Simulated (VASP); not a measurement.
# TiAl3 in VASP: notebook, part 2 of 2

VASP 6.6.1. Earlier steps stand in the parts before.

### Step 4. Single point, PBEsol (strain +0.015 along x and y, +0.015 along z)

INCAR reads:

```
SYSTEM = TiAl3
PREC = Accurate
ENCUT = 520
EDIFF = 1E-6
ISMEAR = 0
SIGMA = 0.15
LREAL = .False.
LASPH = .True.
NELM = 100
ALGO = Normal
ISIF = 2
LWAVE = .False.
LCHARG = .True.
GGA = PS
LELF = .True.
LVHAR = .True.
NBANDS = 18
```

KPOINTS reads:

```
regular mesh
0
Gamma
  12 12 12
  0 0 0
```

POSCAR reads:

```
TiAl3
1.0
    4.0075699823      0.0000000000      0.0000000000
    0.0000000000      4.0075699823      0.0000000000
    0.0000000000      0.0000000000      4.0075699823
Ti Al
1 3
Direct
    0.0000000000      0.0000000000      0.0000000000
    0.5000000000      0.5000000000      0.0000000000
    0.5000000000      0.0000000000      0.5000000000
    0.0000000000      0.5000000000      0.5000000000
```

Potentials or basis: VASP PAW PBE potentials, release 64 (Ti_sv, Al).

The run is started by

```console
cat potpaw_PBE.64/Ti_sv/POTCAR potpaw_PBE.64/Al/POTCAR > POTCAR
mpirun -np 1 vasp_std > vasp.out
```

OUTCAR:

```text
SYSTEM = TiAl3
   PREC = Accurate
   ENCUT = 520
   EDIFF = 1E-6
   ISMEAR = 0
   LREAL = .False.
   LASPH = .True.
   NELM = 100
   ISIF = 2
   GGA = PS

 ion  position               nearest neighbor table
   1  0.000  0.000  0.000-   2 2.83   3 2.83   4 2.83   3 2.83   4 2.83   2 2.83   4 2.83   4 2.83
                             2 2.83   3 2.83   3 2.83   2 2.83
   2  0.500  0.500  0.000-   1 2.83   3 2.83   4 2.83   3 2.83   4 2.83   1 2.83   3 2.83   3 2.83
                             1 2.83   4 2.83   4 2.83   1 2.83
   3  0.500  0.000  0.500-   1 2.83   2 2.83   4 2.83   1 2.83   2 2.83   2 2.83   4 2.83   2 2.83
                             1 2.83   4 2.83   1 2.83   4 2.83
   4  0.000  0.500  0.500-   1 2.83   2 2.83   3 2.83   1 2.83   2 2.83   1 2.83   3 2.83   1 2.83
[... 709 lines left out ...]
  Total       -1.8314703     -1.8314703     -1.8314703      0.0000000      0.0000000     -0.0000000
  in kB      -45.5897411    -45.5897411    -45.5897411      0.0000000      0.0000000     -0.0000000
  external PRESSURE =     -45.5897411 kB  Pullay stress =       0.0000000 kB

 VOLUME and BASIS-vectors are now :
 -----------------------------------------------------------------------------
  energy-cutoff  :      520.00
  volume of cell :       64.36
      direct lattice vectors                 reciprocal lattice vectors
     4.007569982  0.000000000  0.000000000     0.249527770  0.000000000  0.000000000
     0.000000000  4.007569982  0.000000000     0.000000000  0.249527770  0.000000000
     0.000000000  0.000000000  4.007569982     0.000000000  0.000000000  0.249527770

 POSITION                                       TOTAL-FORCE (eV/Angst)
 -----------------------------------------------------------------------------------
      0.00000      0.00000      0.00000         0.000000      0.000000      0.000000
      2.00378      2.00378      0.00000         0.000000      0.000000      0.000000
      2.00378      0.00000      2.00378         0.000000      0.000000      0.000000
      0.00000      2.00378      2.00378         0.000000      0.000000      0.000000
 -----------------------------------------------------------------------------------
    total drift:                               -0.000000     -0.000000      0.000000

  FREE ENERGIE OF THE ION-ELECTRON SYSTEM (eV)
  ---------------------------------------------------
  free  energy   TOTEN  =       -22.0935475017 eV

  energy  without entropy=      -22.0639140155  energy(sigma->0) =      -22.07873076
```

Wall time 47 s (1 thread of AMD EPYC 9R45 (Zen 5), shared host); peak memory 0.2 GiB.

Results:

| Quantity | Value |
| --- | --- |
| Free energy | -22.0935 eV |
| Pressure | -4.6 GPa |
| Band gap on the k mesh | zero (an odd number of electrons rules out a gap without spin polarisation) |

Caveat: the cell differs from its parent crystal (strain +0.015 along x and y, +0.015 along z); the cell stands under tension; the PAW data sets were made with another functional, which shifts forces and pressure a little.

### Step 5. Single point, PBEsol (strain +0.030 along x and y, +0.030 along z)

INCAR reads:

```
  ALGO = Normal
  EDIFF = 1E-7
  ENCUT = 520
  GGA = PS
  ISIF = 2
  ISMEAR = 0
  LASPH = T
  LCHARG = F
  LREAL = F
  LWAVE = F
  NBANDS = 18
  NELM = 60
  PREC = Accurate
  SIGMA = 0.15
```

KPOINTS reads:

```
k-points
0
Gamma
  12 12 12
```

POSCAR reads:

```
TiAl3
1.0
    4.0667951544      0.0000000000      0.0000000000
    0.0000000000      4.0667951544      0.0000000000
    0.0000000000      0.0000000000      4.0667951544
Ti Al
1 3
Direct
    0.0000000000      0.0000000000      0.0000000000
    0.5000000000      0.5000000000      0.0000000000
    0.5000000000      0.0000000000      0.5000000000
    0.0000000000      0.5000000000      0.5000000000
```

Potentials or basis: VASP PAW PBE potentials, release 64 (Ti_sv, Al).

The run is started by

```console
cat potpaw_PBE.64/Ti_sv/POTCAR potpaw_PBE.64/Al/POTCAR > POTCAR
mpirun -np 1 vasp_std > vasp.out
```

OUTCAR:

```text
EDIFF = 1E-7
   ENCUT = 520
   GGA = PS
   ISIF = 2
   ISMEAR = 0
   LASPH = T
   LREAL = F
   NELM = 60
   PREC = Accurate

 ion  position               nearest neighbor table
   1  0.000  0.000  0.000-   2 2.88   3 2.88   4 2.88   3 2.88   4 2.88   2 2.88   4 2.88   4 2.88
                             2 2.88   3 2.88   3 2.88   2 2.88
   2  0.500  0.500  0.000-   1 2.88   3 2.88   4 2.88   3 2.88   4 2.88   1 2.88   3 2.88   3 2.88
[... 709 lines left out ...]
  Direction    XX          YY          ZZ          XY          YZ          ZX
  --------------------------------------------------------------------------------------
  -------------------------------------------------------------------------------------
  Total       -3.4252298     -3.4252298     -3.4252298     -0.0000000     -0.0000000      0.0000000
  in kB      -81.5912165    -81.5912165    -81.5912165     -0.0000000     -0.0000000      0.0000000
  external PRESSURE =     -81.5912165 kB  Pullay stress =       0.0000000 kB

 VOLUME and BASIS-vectors are now :
 -----------------------------------------------------------------------------
  energy-cutoff  :      520.00
  volume of cell :       67.26
      direct lattice vectors                 reciprocal lattice vectors
     4.066795154  0.000000000  0.000000000     0.245893870  0.000000000  0.000000000
     0.000000000  4.066795154  0.000000000     0.000000000  0.245893870  0.000000000
     0.000000000  0.000000000  4.066795154     0.000000000  0.000000000  0.245893870

 POSITION                                       TOTAL-FORCE (eV/Angst)
 -----------------------------------------------------------------------------------
      0.00000      0.00000      0.00000         0.000000      0.000000      0.000000
      2.03340      2.03340      0.00000         0.000000      0.000000      0.000000
      2.03340      0.00000      2.03340         0.000000      0.000000      0.000000
      0.00000      2.03340      2.03340         0.000000      0.000000      0.000000
 -----------------------------------------------------------------------------------
    total drift:                               -0.000000     -0.000000      0.000000

  FREE ENERGIE OF THE ION-ELECTRON SYSTEM (eV)
  ---------------------------------------------------
  free  energy   TOTEN  =       -21.9788252976 eV

  energy  without entropy=      -21.9480113122  energy(sigma->0) =      -21.96341830
```

OSZICAR:

```text
N       E                     dE             d eps       ncg     rms          rms(c)
DAV:   1     0.114810125971E+03    0.11481E+03   -0.91382E+03  3024   0.107E+03
DAV:   2    -0.156659369920E+02   -0.13048E+03   -0.12708E+03  3100   0.278E+02
DAV:   3    -0.240258865951E+02   -0.83599E+01   -0.81351E+01  4858   0.645E+01
DAV:   4    -0.242485823993E+02   -0.22270E+00   -0.22109E+00  3724   0.948E+00
DAV:   5    -0.242564136234E+02   -0.78312E-02   -0.78275E-02  4546   0.182E+00    0.108E+01
DAV:   6    -0.232923291422E+02    0.96408E+00   -0.29566E+01  4212   0.363E+01    0.916E+00
DAV:   7    -0.221092725644E+02    0.11831E+01   -0.15319E+01  3870   0.246E+01    0.330E+00
DAV:   8    -0.220646850902E+02    0.44587E-01   -0.20849E+00  3882   0.980E+00    0.223E+00
DAV:   9    -0.219782936175E+02    0.86391E-01   -0.55538E-01  3930   0.491E+00    0.285E-01
DAV:  10    -0.219808121813E+02   -0.25186E-02   -0.18721E-02  3988   0.848E-01    0.333E-01
DAV:  11    -0.219788294867E+02    0.19827E-02   -0.94733E-03  4136   0.564E-01    0.451E-02
DAV:  12    -0.219788272169E+02    0.22698E-05   -0.22567E-04  3530   0.945E-02    0.287E-02
DAV:  13    -0.219788262223E+02    0.99454E-06   -0.52236E-06  3996   0.178E-02    0.132E-02
DAV:  14    -0.219788254656E+02    0.75674E-06   -0.11658E-06  4036   0.811E-03    0.428E-03
DAV:  15    -0.219788253011E+02    0.16451E-06   -0.11416E-06  3570   0.660E-03    0.110E-03
DAV:  16    -0.219788252976E+02    0.35168E-08   -0.43429E-08  1876   0.197E-03
   1 F= -.21978825E+02 E0= -.21963418E+02  d E =-.308140E-01
```

Wall time 56 s (1 thread of AMD EPYC 9R45 (Zen 5), shared host); peak memory 0.2 GiB.

Results:

```
Free energy            : -21.9788 eV
Pressure               : -8.2 GPa
Band gap on the k mesh : zero (an odd number of electrons rules out a gap without spin polarisation)
```

Caveat: the cell differs from its parent crystal (strain +0.030 along x and y, +0.030 along z); the cell stands under tension; the PAW data sets were made with another functional, which shifts forces and pressure a little.

### Step 6. Single point, PBEsol (strain -0.030 along x and y, -0.015 along z)

INCAR reads:

```
SYSTEM = TiAl3
ALGO     = Fast           ! electronic algorithm
EDIFF    = 1E-6           ! SCF threshold, eV
ENCUT    = 520            ! plane-wave cutoff, eV
GGA      = PS             ! functional
ISIF     = 2              ! what is computed and relaxed
ISMEAR   = 0              ! smearing method
LASPH    = .TRUE.         ! aspherical terms in the spheres
LCHARG   = .FALSE.        ! write CHGCAR
LREAL    = .FALSE.        ! projectors in reciprocal space
LWAVE    = .FALSE.        ! write WAVECAR
NBANDS   = 18             ! bands
NELM     = 100            ! most SCF steps
PREC     = Accurate       ! precision mode
SIGMA    = 0.15           ! smearing width, eV
```

KPOINTS reads:

```
k-points
0
G
  12 12 12
  0 0 0
```

POSCAR reads:

```
TiAl3
1.0
    3.8298944658      0.0000000000      0.0000000000
    0.0000000000      3.8298944658      0.0000000000
    0.0000000000      0.0000000000      3.8891196379
Ti Al
1 3
Direct
    0.0000000000      0.0000000000      0.0000000000
    0.5000000000      0.5000000000      0.0000000000
    0.5000000000      0.0000000000      0.5000000000
    0.0000000000      0.5000000000      0.5000000000
```

Potentials or basis: VASP PAW PBE potentials, release 64 (Ti_sv, Al).

The run is started by

```console
cat potpaw_PBE.64/Ti_sv/POTCAR potpaw_PBE.64/Al/POTCAR > POTCAR
mpirun -np 1 vasp_std > vasp.out
```

OUTCAR:

```text
SYSTEM = TiAl3
   EDIFF = 1E-6
   ENCUT = 520
   GGA = PS
   ISIF = 2
   ISMEAR = 0
   LASPH = .TRUE.
   LREAL = .FALSE.
   NELM = 100
   PREC = Accurate

 ion  position               nearest neighbor table
   1  0.000  0.000  0.000-   2 2.71   2 2.71   2 2.71   2 2.71   4 2.73   3 2.73   4 2.73   4 2.73
                             4 2.73   3 2.73   3 2.73   3 2.73
   2  0.500  0.500  0.000-   1 2.71   1 2.71   1 2.71   1 2.71   4 2.73   3 2.73   3 2.73   3 2.73
                             4 2.73   4 2.73   4 2.73   3 2.73
   3  0.500  0.000  0.500-   4 2.71   4 2.71   4 2.71   4 2.71   2 2.73   2 2.73   2 2.73   2 2.73
                             1 2.73   1 2.73   1 2.73   1 2.73
   4  0.000  0.500  0.500-   3 2.71   3 2.71   3 2.71   3 2.71   2 2.73   1 2.73   2 2.73   1 2.73
                             2 2.73   1 2.73   2 2.73   1 2.73

  LATTYP: Found a simple tetragonal cell.
 ALAT       =     3.8298944658
 C/A-ratio  =     1.0154639175

  Lattice vectors:

 A1 = (   3.8298944658,   0.0000000000,   0.0000000000)
 A2 = (   0.0000000000,   3.8298944658,   0.0000000000)
 A3 = (   0.0000000000,   0.0000000000,   3.8891196379)

Analysis of symmetry for initial positions (statically):
=====================================================================
 Subroutine PRICEL returns:
 Original cell was already a primitive cell.

 Routine SETGRP: Setting up the symmetry group for a
 simple tetragonal supercell.

 Subroutine GETGRP returns: Found 16 space group operations
 (whereof 16 operations were pure point group operations)
 out of a pool of 16 trial point group operations.

The static configuration has the point symmetry D_4h.

Analysis of symmetry for dynamics (positions and initial velocities):
=====================================================================
 Subroutine PRICEL returns:
[... 131 lines left out ...]
   IMIX   =      4    mixing-type and parameters
     AMIX     =   0.40;   BMIX     =  1.00
     AMIX_MAG =   1.60;   BMIX_MAG =  1.00
  volume/ion in A,a.u.               =      14.26        96.24
  Fermi-wavevector in a.u.,A,eV,Ry     =   1.173292  2.217201 18.729988  1.376615
  Thomas-Fermi vector in A             =   2.309708
   LORBIT       =      0    0 simple, 1 ext, 2 COOP (PROOUT), +10 PAW based schemes
   GGA     = PS    functional components
   LHFCALC =     F    Hartree Fock is set to
   AEXX    =    0.0000 exact exchange contribution
   IVDW    =     0    specifies the selected vdW correction
   LEPSILON=     F    determine dielectric tensor
   LRPA    =     F    only Hartree local field effects (RPA)
 non-spin polarized calculation
 RMM-DIIS sequential band-by-band and
 Gauss-broadening in eV      SIGMA  =   0.15
  energy-cutoff  :      520.00
  volume of cell :       57.05
 maximum number of plane-waves:      1556
   NGX = 15   NGY = 15   NGZ = 15

 number of electron      21.0000007 magnetization

 Free energy of the ion-electron system (eV)
  ---------------------------------------------------
  ext. energy  EPLUGINS =         0.00000000
  ---------------------------------------------------
  free energy    TOTEN  =       -21.99193359 eV

  energy without entropy =      -21.96598106  energy(sigma->0) =      -21.97895733

 E-fermi :   9.9647     XC(G=0): -11.2508

 val. band max:        9.9493294691   @ k =   0.1667   0.1667   0.0833
 cond. band min:       9.9670604631   @ k =   0.0833   0.0000   0.4167
 fundamental gap:      0.0177309940
 Fermi energy:         9.9646572516

 k-point     1 :       0.0000    0.0000    0.0000
  band No.  band energies     occupation
      1     -46.5696      2.00000
      2     -23.0099      2.00000
      3     -22.9974      2.00000
      4     -22.9974      2.00000
      5      -1.3531      2.00000
      6       6.5899      2.00000
[... 481 lines left out ...]
      5       1.3411      2.00000
      6       3.2102      2.00000
[... 10 lines left out ...]
     17      14.4422      0.00000
     18      16.1704      0.00000

 [... further k-points ...]

------------------------ aborting loop because EDIFF is reached ----------------------------------------

  FORCE on cell =-STRESS in cart. coord.  units (eV):
  Direction    XX          YY          ZZ          XY          YZ          ZX
  --------------------------------------------------------------------------------------
  -------------------------------------------------------------------------------------
  Total        3.8498124      3.8498124      3.0124021      0.0000000      0.0000000      0.0000000
  in kB      108.1247779    108.1247779     84.6055019      0.0000000      0.0000000      0.0000000
  external PRESSURE =     100.2850192 kB  Pullay stress =       0.0000000 kB

 VOLUME and BASIS-vectors are now :
 -----------------------------------------------------------------------------
  energy-cutoff  :      520.00
  volume of cell :       57.05
      direct lattice vectors                 reciprocal lattice vectors
     3.829894466  0.000000000  0.000000000     0.261103800  0.000000000  0.000000000
     0.000000000  3.829894466  0.000000000     0.000000000  0.261103800  0.000000000
     0.000000000  0.000000000  3.889119638     0.000000000  0.000000000  0.257127600

 POSITION                                       TOTAL-FORCE (eV/Angst)
 -----------------------------------------------------------------------------------
      0.00000      0.00000      0.00000         0.000000      0.000000      0.000000
      1.91495      1.91495      0.00000         0.000000      0.000000      0.000000
      1.91495      0.00000      1.94456         0.000000      0.000000      0.000000
      0.00000      1.91495      1.94456         0.000000      0.000000      0.000000
 -----------------------------------------------------------------------------------
    total drift:                               -0.000000     -0.000000     -0.000000

  FREE ENERGIE OF THE ION-ELECTRON SYSTEM (eV)
  ---------------------------------------------------
  free  energy   TOTEN  =       -21.9919335923 eV

  energy  without entropy=      -21.9659810646  energy(sigma->0) =      -21.97895733
```

It took 2.9 min on 1 thread of AMD EPYC 9R45 (Zen 5), shared host; peak memory 0.27 GiB.

What came out:

```
Free energy            : -21.9919 eV
Pressure               : 10.0 GPa
Band gap on the k mesh : zero (an odd number of electrons rules out a gap without spin polarisation)
```

Caveat: the cell differs from its parent crystal (strain -0.030 along x and y, -0.015 along z); the cell stands under pressure; the PAW data sets were made with another functional, which shifts forces and pressure a little.

### Step 7. The runs side by side

| cell | gap on the mesh (eV) | pressure (GPa) |
| --- | --- | --- |
| a = 3.830 Å, 4 atoms | none | 12.5 |
| a = 3.889 Å, 4 atoms | none | 5.7 |
| a = 4.008 Å, 4 atoms | none | -4.6 |
| a = 4.067 Å, 4 atoms | none | -8.2 |
| a = 3.830, b = 3.830, c = 3.889 Å, 4 atoms | none | 10.0 |

Alike in all rows: task single point; level PBEsol; potentials or basis VASP PAW PBE potentials, release 64 (Ti_sv, Al); no spin polarisation; k mesh 12 × 12 × 12; cutoff (eV) 520; smearing gaussian 0.15 eV.

Caveats: the PAW data sets were made with another functional, which shifts forces and pressure a little; the cell stands under pressure (at least some runs); the cell stands under tension (at least some runs).

Absolute energies hang on the potentials; compare differences alone.
